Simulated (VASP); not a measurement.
The system is Os.

```xyz
2
Lattice="2.7145 0.0000 0.0000 -1.3573 2.3508 0.0000 0.0000 0.0000 4.2932" Properties=species:S:1:pos:R:3 pbc="T T T"
Os    0.0000    1.5672    1.0733
Os    1.3573    0.7836    3.2199
```

Base run:

- Program: VASP 6.6.1
- Functional: LDA
- Potentials or basis: VASP PAW LDA potentials, release 64 (Os_sv_GW)
- Cutoff: 500 eV
- k mesh: 18 × 18 × 10
- Occupations: gaussian, width 0.1 eV
- Spin: no spin polarisation

Its results: band gap on the k mesh zero (band 16 reaches 16.08 eV, above the bottom of band 17 at 11.98 eV); pressure -0.7 GPa.

Task: The run is repeated on the same cell with these changes: potentials or basis from VASP PAW LDA potentials, release 64 (Os_sv_GW) to VASP PAW LDA potentials, release 64 (Os); cutoff from 500 eV to 520 eV; further incar settings from ALGO = Normal; EDIFF = 1e-06; NBANDS = 23 to ALGO = Fast; EDIFF = 1e-07; NBANDS = 15; valence electrons from 32 to 16. What comes out?

Result: Band gap on the k mesh zero (band 8 reaches 11.82 eV, above the bottom of band 9 at 7.75 eV); pressure 1.0 GPa.

Caveats: spin-orbit coupling is left out, which moves the levels of the heavy elements.
